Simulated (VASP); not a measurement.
Runs of VASP 6.6.1 on Ti. The structure is that of space group P6/mmm (No. 191), or close to it. The cells are those of the table. This isn't the form of Ti at room conditions, which is hcp.

| cell | k mesh | gap on the mesh (eV) | pressure (GPa) | moment (μB) |
| --- | --- | --- | --- | --- |
| a = 4.580, b = 4.580, c = 2.830 Å, angles 90.0, 90.0, 120.0°, 3 atoms | 11 × 11 × 15 | none | -0.2 | 0.00 |
| a = 4.757, b = 4.757, c = 2.939 Å, angles 90.0, 90.0, 120.0°, 3 atoms | 9 × 9 × 13 | none | -10.4 | 0.00 |
| a = 4.518, b = 4.518, c = 2.792 Å, angles 90.0, 90.0, 120.0°, 3 atoms | 11 × 11 × 15 | none | (b) | 0.00 |
| a = 4.641, b = 4.641, c = 2.868 Å, angles 90.0, 90.0, 120.0°, 3 atoms | 11 × 11 × 15 | none | -4.2 | 0.00 |
| a = 4.757, b = 4.757, c = 2.939 Å, angles 90.0, 90.0, 120.0°, 3 atoms | 11 × 11 × 15 | none | -10.4 | 0.00 |
| a = 4.455, b = 4.455, c = 2.753 Å, angles 90.0, 90.0, 120.0°, 3 atoms | 11 × 11 × 15 | none | 10.5 | 0.00 |
| a = 4.699, b = 4.699, c = 2.904 Å, angles 90.0, 90.0, 120.0°, 3 atoms | 11 × 11 × 15 | none | (a) | 0.00 |

Alike in all rows: task single point; level PBE; potentials or basis VASP PAW PBE potentials, release 64 (Ti_sv); spin collinear; cutoff (eV) 520; smearing fermi-dirac 0.05 eV.

Question: Fill in the values left out.

Answer: (a) -7.6; (b) 4.7.

Caveats: the cell stands under tension (at least some runs); the cell stands under pressure (at least some runs).

A gap of «none» marks levels without a gap at the run's occupations.
